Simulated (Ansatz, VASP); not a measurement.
Pd in VASP and in Ansatz

```
CELL_PARAMETERS angstrom
0.00000 1.88655 1.94490
1.88655 0.00000 1.94490
1.88655 1.88655 0.00000
ATOMIC_POSITIONS crystal
Pd 0.00000 0.00000 0.00000
```

Change from the starting cell: equal xx and yy strain of -3 %, crystal datasets.

Alike in both runs: task electric field gradients; functional PBE; k mesh 18 × 18 × 18; occupations fermi-dirac, width 0.05 eV; no spin polarisation.

|  | VASP | Ansatz |
| --- | --- | --- |
| version | VASP 6.6.1 | Ansatz 0.2.0 |
| potentials or method | VASP PAW PBE potentials, release 64 (Pd), cutoff 520 eV | all-electron PAW with datasets made for the crystal, scalar-relativistic |

Ansatz gave:

```
pressure (GPa)                                                : 22.5
traceless stress, the component that is largest in VASP (GPa) : -1.77
size of Vzz on the site where it differs most (V/Å²)          : 5.7
```

Question: What did VASP give for the same quantities?

Answer: Pressure (GPa): 22.1; traceless stress, the component that is largest in VASP (GPa): -1.74; size of Vzz on the site where it differs most (V/Å²): 3.2.

Ansatz ran all-electron here, and VASP with PAW potentials.
